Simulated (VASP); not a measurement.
# Cd (P6_3/mmc) in VASP: further runs

The runs below take Cd through single point, with PBEsol, RPBE, r2SCAN.

All numbers are computed with VASP 6.6.1; they aren't measurements. Logs are shortened: lines on timing, memory, paths and dates and some standing lists are left out, and cuts for length are marked.

## 1. The cell of the first run

It takes space group P6_3/mmc (No. 194, hexagonal). Conventional cell: a = 3.093 Å, b = 3.093 Å, c = 10.431 Å, α = 90.00°, β = 90.00°, γ = 120.00°. Cd (site symmetry -6m2) has 12 Cd at 3.09 to 3.16 Å within 4.1 Å. Cd (site symmetry -3m) has 12 Cd at 3.09 to 3.16 Å within 4.1 Å.

## 2. Single point, PBEsol

INCAR reads:

```
ALGO = Fast
EDIFF = 1E-6
ENCUT = 520
GGA = PS
ISIF = 2
ISMEAR = -1
LASPH = True
LCHARG = True
LELF = True
LREAL = False
LVHAR = True
LWAVE = False
NBANDS = 32
NELM = 80
PREC = Accurate
SIGMA = 0.05
```

KPOINTS reads:

```
k-points
0
Gamma
  6 6 2
```

POSCAR reads:

```
Cd
1.0
    3.0930676374      0.0000000000      0.0000000000
   -1.5465338187      2.6786751496      0.0000000000
    0.0000000000      0.0000000000     10.4307369600
Cd
4
Direct
    0.6666666667      0.3333333333      0.7500000000
    0.0000000000      0.0000000000      0.5000000000
    0.3333333333      0.6666666667      0.2500000000
    0.0000000000      0.0000000000      0.0000000000
```

Potentials or basis: VASP PAW PBE potentials, release 64 (Cd).

Command:

```bash
> cat potpaw_PBE.64/Cd/POTCAR > POTCAR
> mpirun -np 1 vasp_std > vasp.out
```

OUTCAR:

```text
EDIFF = 1E-6
   ENCUT = 520
   GGA = PS
   ISIF = 2
   ISMEAR = -1
   LASPH = True
   LREAL = False
   NELM = 80
   PREC = Accurate

 ion  position               nearest neighbor table
   1  0.667  0.333  0.750-   2 3.16   4 3.16   2 3.16   4 3.16   2 3.16   4 3.16
   2  0.000  0.000  0.500-   1 3.16   3 3.16   3 3.16   1 3.16   1 3.16   3 3.16
   3  0.333  0.667  0.250-   2 3.16   4 3.16   2 3.16   4 3.16   2 3.16   4 3.16
   4  0.000  0.000  0.000-   1 3.16   3 3.16   3 3.16   1 3.16   1 3.16   3 3.16

  LATTYP: Found a hexagonal cell.
 ALAT       =     3.0930676374
 C/A-ratio  =     3.3722951396

  Lattice vectors:

 A1 = (   3.0930676374,   0.0000000000,   0.0000000000)
 A2 = (  -1.5465338187,   2.6786751496,   0.0000000000)
 A3 = (   0.0000000000,   0.0000000000,  10.4307369600)

Analysis of symmetry for initial positions (statically):
=====================================================================
 Subroutine PRICEL returns:
 Original cell was already a primitive cell.

 Routine SETGRP: Setting up the symmetry group for a
 hexagonal supercell.

 Subroutine GETGRP returns: Found 24 space group operations
 (whereof 12 operations were pure point group operations)
 out of a pool of 24 trial point group operations.

The static configuration has the point symmetry D_3d.
 The point group associated with its full space group is D_6h.

Analysis of symmetry for dynamics (positions and initial velocities):
=====================================================================
 Subroutine PRICEL returns:
 Original cell was already a primitive cell.

 Routine SETGRP: Setting up the symmetry group for a
 hexagonal supercell.

 Subroutine GETGRP returns: Found 24 space group operations
 (whereof 12 operations were pure point group operations)
 out of a pool of 24 trial point group operations.

The dynamic configuration has the point symmetry D_3d.
 The point group associated with its full space group is D_6h.

 Subroutine INISYM returns: Found 24 space group operations
 (whereof 12 operations are pure point group operations),
 and found     1 'primitive' translations

----------------------------------------------------------------------------------------

                                     Primitive cell

  volume of cell :      86.4220

  direct lattice vectors                    reciprocal lattice vectors
     3.093067637  0.000000000  0.000000000     0.323303632  0.186659439  0.000000000
    -1.546533819  2.678675150  0.000000000     0.000000000  0.373318877  0.000000000
     0.000000000  0.000000000 10.430736960     0.000000000  0.000000000  0.095870503

  length of vectors
     3.093067637  3.093067637 10.430736960     0.373318877  0.373318877  0.095870503

  position of ions in fractional coordinates (direct lattice)
     0.666666667  0.333333333  0.750000000
     0.000000000  0.000000000  0.500000000
     0.333333333  0.666666667  0.250000000
     0.000000000  0.000000000  0.000000000

  ion indices of the primitive-cell ions
   primitive index   ion index
                 1           1
                 2           2
                 3           3
                 4           4

----------------------------------------------------------------------------------------

 KPOINTS: k-points

Automatic generation of k-mesh.
 Grid dimensions read from file:
 generate k-points for:    6    6    2

 Generating k-lattice:

  Cartesian coordinates                     Fractional coordinates (reciprocal lattice)
     0.053883939  0.031109906  0.000000000     0.166666667  0.000000000  0.000000000
     0.000000000  0.062219813  0.000000000     0.000000000  0.166666667  0.000000000
     0.000000000  0.000000000  0.047935252     0.000000000  0.000000000  0.500000000

  Length of vectors
     0.062219813  0.062219813  0.047935252

  Shift w.r.t. Gamma in fractional coordinates (k-lattice)
     0.000000000  0.000000000  0.000000000

 Subroutine IBZKPT returns following result:
 ===========================================

 Found     14 irreducible k-points:

 Following reciprocal coordinates:
            Coordinates               Weight
  0.000000  0.000000  0.000000      1.000000
  0.166667  0.000000  0.000000      6.000000
  0.333333  0.000000  0.000000      6.000000
  0.500000  0.000000  0.000000      3.000000
  0.166667  0.166667  0.000000      6.000000
  0.333333  0.166667  0.000000     12.000000
  0.333333  0.333333  0.000000      2.000000
  0.000000  0.000000  0.500000      1.000000
  0.166667  0.000000  0.500000      6.000000
  0.333333  0.000000  0.500000      6.000000
  0.500000  0.000000  0.500000      3.000000
  0.166667  0.166667  0.500000      6.000000
  0.333333  0.166667  0.500000     12.000000
  0.333333  0.333333  0.500000      2.000000
   k-points           NKPTS =     14   k-points in BZ     NKDIM =     14   number of bands    NBANDS=     32
   number of dos      NEDOS =    301   number of ions     NIONS =      4
   total plane-waves  NPLWV =  46080
   dimension x,y,z NGX =    24 NGY =   24 NGZ =   80
   dimension x,y,z NGXF=    48 NGYF=   48 NGZF=  160
   ions per type =               4
   NGX,Y,Z   is equivalent  to a cutoff of  12.90, 12.90, 12.75 a.u.
   NGXF,Y,Z  is equivalent  to a cutoff of  25.80, 25.80, 25.50 a.u.
 SYSTEM =  unknown system
   PREC   = accura    normal or accurate (medium, high low for compatibility)
   ISTART =      0    job   : 0-new  1-cont  2-samecut
   ICHARG =      2    charge: 1-file 2-atom 10-const
   ISPIN  =      1    spin polarized calculation?
   LNONCOLLINEAR =      F non collinear calculations
   LSORBIT =      F    spin-orbit coupling
   LASPH  =      T    aspherical Exc in radial PAW
   ENCUT  =  520.0 eV  38.22 Ry    6.18 a.u.   5.75  5.75 19.39*2*pi/ulx,y,z
   NELM   =     80;   NELMIN=  2; NELMDL= -5     # of ELM steps
   EDIFF  = 0.1E-05   stopping-criterion for ELM
   LREAL  =      F    real-space projection
   EDIFFG = 0.1E-04   stopping-criterion for IOM
   NSW    =      0    number of steps for IOM
   IBRION =     -1    ionic relax: 0-MD 1-quasi-New 2-CG
   NFREE  =      0    steps in history (QN), initial steepest desc. (CG)
   ISIF   =      2    stress and relaxation
   ISYM   =      2    0-nonsym 1-usesym 2-fastsym
   POTIM  = 0.5000    time-step for ionic-motion
   TEBEG  =    0.0;   TEEND  =   0.0 temperature during run
   PSTRESS=    0.0 pullay stress
   NELECT =      48.0000    total number of electrons
   NUPDOWN=      -1.0000    fix difference up-down
   EMIN   =  10.00;   EMAX   =-10.00  energy-range for DOS
   EFERMI =   0.00;   METHOD = LEGACY
   ISMEAR =    -1;   SIGMA  =   0.05  broadening in eV -4-tet -1-fermi 0-gaus
   EFERMI_NEDOS =   21; number of points for ismear=-14 and -15
   IALGO  =     68    algorithm
   IMIX   =      4    mixing-type and parameters
     AMIX     =   0.40;   BMIX     =  1.00
     AMIX_MAG =   1.60;   BMIX_MAG =  1.00
  volume/ion in A,a.u.               =      21.61       145.80
  Fermi-wavevector in a.u.,A,eV,Ry     =   1.345696  2.542997 24.638774  1.810899
  Thomas-Fermi vector in A             =   2.473588
   LORBIT       =      0    0 simple, 1 ext, 2 COOP (PROOUT), +10 PAW based schemes
   GGA     = PS    functional components
   LHFCALC =     F    Hartree Fock is set to
   AEXX    =    0.0000 exact exchange contribution
   IVDW    =     0    specifies the selected vdW correction
   LEPSILON=     F    determine dielectric tensor
   LRPA    =     F    only Hartree local field effects (RPA)
 non-spin polarized calculation
 RMM-DIIS sequential band-by-band and
  energy-cutoff  :      520.00
  volume of cell :       86.42
 maximum number of plane-waves:      2352
 NGX is ok and might be reduce to    24
   NGX = 11   NGY = 11   NGZ = 39

 number of electron      48.0000039 magnetization

 Free energy of the ion-electron system (eV)
  ---------------------------------------------------
  ext. energy  EPLUGINS =         0.00000000
  ---------------------------------------------------
  free energy    TOTEN  =        -4.57661369 eV

  energy without entropy =       -4.55789908  energy(sigma->0) =       -4.56725639

 E-fermi :   2.8073     XC(G=0): -11.2167

 val. band max:        2.7867300674   @ k =   0.1667   0.1667   0.0000
 cond. band min:       2.8548611767   @ k =   0.3333   0.0000   0.0000
 fundamental gap:      0.0681311094
 Fermi energy:         2.8073368908

 k-point     1 :       0.0000    0.0000    0.0000
  band No.  band energies     occupation
      1      -6.9052      2.00000
      2      -6.6819      2.00000
      3      -6.6671      2.00000
      4      -6.4408      2.00000
      5      -6.3573      2.00000
      6      -6.3573      2.00000
[... 24 lines left out ...]
     31      16.2655      0.00000
     32      16.7831      0.00000

 k-point     2 :       0.1667    0.0000    0.0000
  band No.  band energies     occupation
      1      -6.7559      2.00000
      2      -6.5884      2.00000
      3      -6.5683      2.00000
      4      -6.4284      2.00000
      5      -6.4235      2.00000
      6      -6.4139      2.00000
[... 24 lines left out ...]
     31      13.1566      0.00000
     32      14.8948      0.00000

 k-point     3 :       0.3333    0.0000    0.0000
  band No.  band energies     occupation
      1      -6.9125      2.00000
      2      -6.7835      2.00000
      3      -6.7613      2.00000
      4      -6.7150      2.00000
      5      -6.6853      2.00000
      6      -6.4661      2.00000
[... 24 lines left out ...]
     31      10.7657      0.00000
     32      11.1052      0.00000

 k-point     4 :       0.5000    0.0000    0.0000
  band No.  band energies     occupation
      1      -7.0344      2.00000
      2      -6.9452      2.00000
      3      -6.9102      2.00000
      4      -6.8172      2.00000
      5      -6.8165      2.00000
      6      -6.5771      2.00000
[... 304 lines left out ...]
     31      11.3986      0.00000
     32      11.3990      0.00000

 k-point    13 :       0.3333    0.1667    0.5000
  band No.  band energies     occupation
      1      -6.7694      2.00000
      2      -6.7694      2.00000
      3      -6.6858      2.00000
      4      -6.6858      2.00000
      5      -6.6161      2.00000
      6      -6.6161      2.00000
[... 24 lines left out ...]
     31       8.5574      0.00000
     32       8.5574      0.00000

 k-point    14 :       0.3333    0.3333    0.5000
  band No.  band energies     occupation
      1      -6.7165      2.00000
      2      -6.7165      2.00000
      3      -6.5448      2.00000
      4      -6.5448      2.00000
      5      -6.3727      2.00000
      6      -6.3727      2.00000
[... 24 lines left out ...]
     31       6.2809      0.00000
     32       6.2809      0.00000

------------------------ aborting loop because EDIFF is reached ----------------------------------------

  FORCE on cell =-STRESS in cart. coord.  units (eV):
  Direction    XX          YY          ZZ          XY          YZ          ZX
  --------------------------------------------------------------------------------------
  -------------------------------------------------------------------------------------
  Total       -1.4296310     -1.4296310      1.3141230      0.0000000      0.0000000      0.0000000
  in kB      -26.5039188    -26.5039188     24.3625165      0.0000000      0.0000000      0.0000000
  external PRESSURE =      -9.5484404 kB  Pullay stress =       0.0000000 kB

 VOLUME and BASIS-vectors are now :
 -----------------------------------------------------------------------------
  energy-cutoff  :      520.00
  volume of cell :       86.42
      direct lattice vectors                 reciprocal lattice vectors
     3.093067637  0.000000000  0.000000000     0.323303632  0.186659439  0.000000000
    -1.546533819  2.678675150  0.000000000     0.000000000  0.373318877  0.000000000
     0.000000000  0.000000000 10.430736960     0.000000000  0.000000000  0.095870503

 POSITION                                       TOTAL-FORCE (eV/Angst)
 -----------------------------------------------------------------------------------
      1.54653      0.89289      7.82305         0.000000      0.000000     -0.000000
      0.00000      0.00000      5.21537         0.000000      0.000000      0.000000
     -0.00000      1.78578      2.60768        -0.000000     -0.000000      0.000000
      0.00000      0.00000      0.00000         0.000000      0.000000      0.000000
 -----------------------------------------------------------------------------------
    total drift:                               -0.000000      0.000000     -0.000000

  FREE ENERGIE OF THE ION-ELECTRON SYSTEM (eV)
  ---------------------------------------------------
  free  energy   TOTEN  =        -4.5766136915 eV

  energy  without entropy=       -4.5578990804  energy(sigma->0) =       -4.56725639
```

Run time: 23 s. Hardware: 1 thread of Intel Xeon Platinum 8488C (Sapphire Rapids), shared host; peak memory 0.2 GiB.

Results:

| Quantity | Value |
| --- | --- |
| Free energy | -4.5766 eV |
| Pressure | -1.0 GPa |
| Band gap on the k mesh | zero (bands 24 and 25 overlap by 2.32 eV) |

Caveat: the k points lie up to 0.39 Å⁻¹ apart, too coarse for converged energies and pressures of a metal; the PAW data sets were made with another functional, which shifts forces and pressure a little.

## 3. Single point, RPBE

INCAR reads:

```
PREC     = Accurate       # precision mode
ENCUT    = 520            # plane-wave cutoff, eV
EDIFF    = 1E-6           # SCF threshold, eV
ISMEAR   = -1             # smearing method
SIGMA    = 0.05           # smearing width, eV
LREAL    = F              # projectors in reciprocal space
LASPH    = T              # aspherical terms in the spheres
NELM     = 80             # most SCF steps
ALGO     = Normal         # electronic algorithm
ISIF     = 2              # what is computed and relaxed
LWAVE    = F              # write WAVECAR
LCHARG   = F              # write CHGCAR
GGA      = RP             # functional
NBANDS   = 32             # bands
```

KPOINTS reads:

```
regular mesh
0
Gamma
  6 6 2
```

POSCAR is that of step 2.

Potentials or basis: VASP PAW PBE potentials, release 64 (Cd).

Command:

```bash
> cat potpaw_PBE.64/Cd/POTCAR > POTCAR
> mpirun -np 1 vasp_std > vasp.out
```

It took 22 s on 1 thread of Intel Xeon Platinum 8488C (Sapphire Rapids), shared host; peak memory 0.2 GiB.

The run converged. Its results:

| Item | Value |
| --- | --- |
| Free energy | -1.0799 eV |
| Pressure | 6.0 GPa |
| Band gap on the k mesh | zero (bands 24 and 25 overlap by 2.31 eV) |

Stress tensor (GPa, compression positive):
```
4.54 0.00 0.00
0.00 4.54 0.00
0.00 0.00 8.91
```

Levels at points of the mesh, in eV from the Fermi level:
| k point | band 20 | band 21 | band 22 | band 23 | band 24 | band 25 | band 26 | band 27 | band 28 | band 29 |
| --- | --- | --- | --- | --- | --- | --- | --- | --- | --- | --- |
| (0.00, 0.00, 0.00) | -8.52 | -8.52 | -7.24 | -7.24 | -2.63 | -1.78 | 5.60 | 5.60 | 13.06 | 13.06 |
| (0.50, 0.00, 0.00) | -8.39 | -2.67 | -2.51 | -1.66 | -1.65 | -0.45 | -0.32 | 2.88 | 3.45 | 3.61 |
| (0.00, 0.00, 0.50) | -8.58 | -8.53 | -8.53 | -5.13 | -5.13 | 1.42 | 1.42 | 10.18 | 10.18 | 13.36 |
| (0.50, 0.00, 0.50) | -8.40 | -2.44 | -2.44 | -2.08 | -2.08 | 0.52 | 0.52 | 1.53 | 1.53 | 6.16 |

Caveat: the k points lie up to 0.39 Å⁻¹ apart, too coarse for converged energies and pressures of a metal; the PAW data sets were made with another functional, which shifts forces and pressure a little.

## 4. Single point, r2SCAN

POSCAR is that of step 3.

INCAR.step1 reads:

```
  PREC = Accurate
  ENCUT = 520
  ISMEAR = -1
  SIGMA = 0.05
  LREAL = F
  LASPH = T
  NELM = 100
  NBANDS = 32
  GGA = PE
  ALGO = Normal
  EDIFF = 1E-4
  LWAVE = T
  LCHARG = F
```

INCAR.step2 reads:

```
  PREC = Accurate
  ENCUT = 520
  EDIFF = 1E-6
  ISMEAR = -1
  SIGMA = 0.05
  LREAL = F
  LASPH = T
  NELM = 100
  ALGO = Normal
  ISIF = 2
  LWAVE = F
  LCHARG = F
  METAGGA = R2SCAN
  LMIXTAU = T
  NBANDS = 32
  ISTART = 1
```

KPOINTS is that of step 3.

Command:

```bash
> cat potpaw_PBE.64/Cd/POTCAR > POTCAR
> cp INCAR.step1 INCAR
> mpirun -np 1 vasp_std > vasp.out
> cp INCAR.step2 INCAR
> mpirun -np 1 vasp_std > vasp.out
```

Run time: 72 s. Hardware: 1 thread of Intel Xeon Platinum 8488C (Sapphire Rapids), shared host; peak memory 0.21 GiB.

Results (log left out):

```
Free energy            : -80.1366 eV
Pressure               : 1.0 GPa
Band gap on the k mesh : zero (bands 24 and 25 overlap by 2.34 eV)
```

Stress tensor (GPa, compression positive):
```
-0.74  0.00  0.00
 0.00 -0.74  0.00
 0.00  0.00  4.40
```

Levels at points of the mesh, in eV from the Fermi level:
```
           k point  band 22  band 23  band 24  band 25  band 26  band 27
(0.00, 0.00, 0.00)    -7.55    -7.55    -2.72    -1.88     5.84     5.84
(0.50, 0.00, 0.00)    -2.62    -1.78    -1.77    -0.44    -0.29     3.01
(0.00, 0.00, 0.50)    -8.90    -5.35    -5.35     1.48     1.48    10.62
(0.50, 0.00, 0.50)    -2.54    -2.19    -2.19     0.53     0.53     1.64
```

Caveat: the k points lie up to 0.39 Å⁻¹ apart, too coarse for converged energies and pressures of a metal; the PAW data sets were made with another functional, which shifts forces and pressure a little.

## 5. Overview

```csv
level,gap on the mesh (eV),pressure (GPa)
PBEsol,none,-1.0
RPBE,none,6.0
r2SCAN,none,1.0
```

Alike in all rows: task single point; potentials or basis VASP PAW PBE potentials, release 64 (Cd); no spin polarisation; cell as given; k mesh 6 × 6 × 2; cutoff (eV) 520; smearing fermi-dirac 0.05 eV.

Caveats: all runs use coarse meshes; the PAW data sets were made with another functional, which shifts forces and pressure a little.

Total energies depend on the potentials used, so only differences within one code and one set of settings carry meaning.

The gap in the log of VASP goes by the Fermi energy; the results here count the filled bands.